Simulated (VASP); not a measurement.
The system is Li2Be3Au.

```
Li Be Au
1.0
     5.06796    0.00000    0.00000
    -2.53398    4.38899    0.00000
     0.00000    0.00000    2.75453
Li Be Au
2 3 1
Direct
  0.33333 0.66667 0.00000
  0.66667 0.33333 0.00000
  0.50000 0.00000 0.50000
  0.50000 0.50000 0.50000
  0.00000 0.50000 0.50000
  0.00000 0.00000 0.00000
```

```yaml
Program: VASP 6.6.1
Task: relaxation of cell and atoms
Functional: PBE
Potentials_or_basis: VASP PAW PBE potentials, release 64 (Li_sv, Be, Au)
Cutoff: 600 eV
k_mesh: 6 × 6 × 6
Occupations: gaussian, width 0.1 eV
Spin: no spin polarisation
```

At the start: pressure 12.2 GPa; volume 10.21 Å³/atom.

**Question.** How do energy, volume and symmetry change on relaxing?

**Answer.** Over 8 steps the energy falls by 596.1 meV/atom and the volume is 11.01 Å³/atom (+7.8 %); space group P6/mmm (No. 191, to 0.05 Å).

Step by step:
| step | energy change (eV) | largest force (eV/Å) | pressure (GPa) | volume (Å³) |
| --- | --- | --- | --- | --- |
| 1 | 0.0000 | 0.0000 | 12.16 | 61.27 |
| 2 | -1.8891 | 0.0000 | -0.78 | 67.87 |
| 3 | -2.8223 | 0.0000 | -7.78 | 74.68 |
| 4 | -2.9591 | 0.0000 | -9.80 | 77.74 |
| 5 | -3.5386 | 0.0000 | -2.88 | 68.69 |
| 6 | -3.5391 | 0.0000 | -2.67 | 68.52 |
| 7 | -3.5758 | 0.0000 | -0.47 | 66.35 |
| 8 | -3.5765 | 0.0000 | -0.18 | 66.04 |

Final structure:
```
CELL_PARAMETERS angstrom
4.45635 0.00000 0.00000
-2.22818 3.85932 0.00000
0.00000 0.00000 3.84016
ATOMIC_POSITIONS crystal
Li 0.33333 0.66667 0.00000
Li 0.66667 0.33333 0.00000
Be 0.50000 0.00000 0.50000
Be 0.50000 0.50000 0.50000
Be 0.00000 0.50000 0.50000
Au 0.00000 0.00000 0.00000
```

Caveat: the k points lie up to 0.27 Å⁻¹ apart in the final cell; the cutoff is under 1.25 times the usual one of these potentials, so pressure, stress and relaxed cells hold a basis-set (Pulay) error.
